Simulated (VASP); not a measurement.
A run of VASP 6.6.1 is set up as follows.

The input INCAR:

```
SYSTEM = Ti
  PREC = Accurate
  ENCUT = 500
  EDIFF = 1E-6
  ISMEAR = 1
  SIGMA = 0.1
  LREAL = .False.
  LASPH = .True.
  NELM = 120
  ALGO = Normal
  ISIF = 2
  LWAVE = .False.
  LCHARG = .False.
  GGA = PS
  NBANDS = 12
  GGA_COMPAT = .False.
```

File KPOINTS:

```
Automatic mesh
0
Gamma
  12 12 12
  0 0 0
```

File POSCAR:

```
Ti
1.0
    0.0000000000      2.0280126299      2.0280126299
    2.0280126299      0.0000000000      2.0280126299
    2.0280126299      2.0280126299      0.0000000000
Ti
1
Direct
    0.0000000000      0.0000000000      0.0000000000
```

Potentials or basis: VASP PAW PBE potentials, release 64 (Ti_sv).

The run is started by

```console
$ cat potpaw_PBE.64/Ti_sv/POTCAR > POTCAR
$ mpirun -np 1 vasp_std > vasp.out
```

Problem. What does it give for the band gap on the k mesh?

Solution. Zero (bands 6 and 7 overlap by 1.29 eV).

Problem. Predict the pressure.

Solution. -0.3 GPa.

Caveat: the PAW data sets were made with another functional, which shifts forces and pressure a little.
